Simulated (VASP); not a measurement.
Write the native input for VASP 6.6.1 that does the following.

```
Task                   : single point
Functional             : PBEsol
Potentials or basis    : VASP PAW PBE potentials, release 64 (Ti_sv, Al)
Cutoff                 : 520 eV
k mesh                 : 12 × 12 × 12
Occupations            : gaussian, width 0.15 eV
Spin                   : collinear spin
Starting moments       : [0.1, 0.1, 0.1, 0.0] μB
Fixed moment           : 0.3 μB
Dipole correction      : no
Further INCAR settings : ALGO = Fast; EDIFF = 1e-07; NBANDS = 32
```

The structure of Ti3Al lies in POSCAR:

```
Ti3Al
1.0
    0.0000000000      3.3792274415      3.3792274415
    3.3792274415      0.0000000000      3.3792274415
    3.3792274415      3.3792274415      0.0000000000
Ti Al
3 1
Direct
    0.7500000000      0.7500000000      0.7500000000
    0.2500000000      0.2500000000      0.2500000000
    0.0000000000      0.0000000000      0.0000000000
    0.5000000000      0.5000000000      0.5000000000
```

One way to write it, as run:

INCAR

```
SYSTEM = Ti3Al
PREC     = Accurate       ! precision mode
ENCUT    = 520            ! plane-wave cutoff, eV
EDIFF    = 1E-7           ! SCF threshold, eV
ISMEAR   = 0              ! smearing method
SIGMA    = 0.15           ! smearing width, eV
LREAL    = .False.        ! projectors in reciprocal space
LASPH    = .True.         ! aspherical terms in the spheres
NELM     = 150            ! most SCF steps
ALGO     = Fast           ! electronic algorithm
ISIF     = 2              ! what is computed and relaxed
LWAVE    = .False.        ! write WAVECAR
LCHARG   = .True.         ! write CHGCAR
ISPIN    = 2              ! spin polarisation
MAGMOM   = 0.1 0.1 0.1 0  ! initial moments
LORBIT   = 11             ! projections on sites
NUPDOWN  = 0.3            ! fixed moment
LMAXMIX  = 4              ! l up to which the mixer works
GGA      = PS             ! functional
LELF     = .True.         ! ELF
LVHAR    = .True.       
NBANDS   = 32             ! bands
```

KPOINTS

```
regular mesh
0
Gamma
  12 12 12
  0 0 0
```

Potentials or basis: VASP PAW PBE potentials, release 64 (Ti_sv, Al).

Command:

```console
$ cat potpaw_PBE.64/Ti_sv/POTCAR potpaw_PBE.64/Al/POTCAR > POTCAR
$ mpirun -np 1 vasp_std > vasp.out
```

Results of the run:

The pressure is -15.1 GPa. The net moment is 0.30 μB per cell and the site moments are Ti -0.02, +0.27 (each value once); Al -0.00 μB. The valence electrons inside the program's atomic spheres are Ti 10.12, 10.18 (each value once); Al 0.76.

Caveat: the cell stands under tension; the PAW data sets were made with another functional, which shifts forces and pressure a little; the total moment is fixed, so each spin has its own Fermi level.

Run time: 79 min on 1 thread of AMD EPYC 7571, on a shared host, peak memory 0.38 GiB.
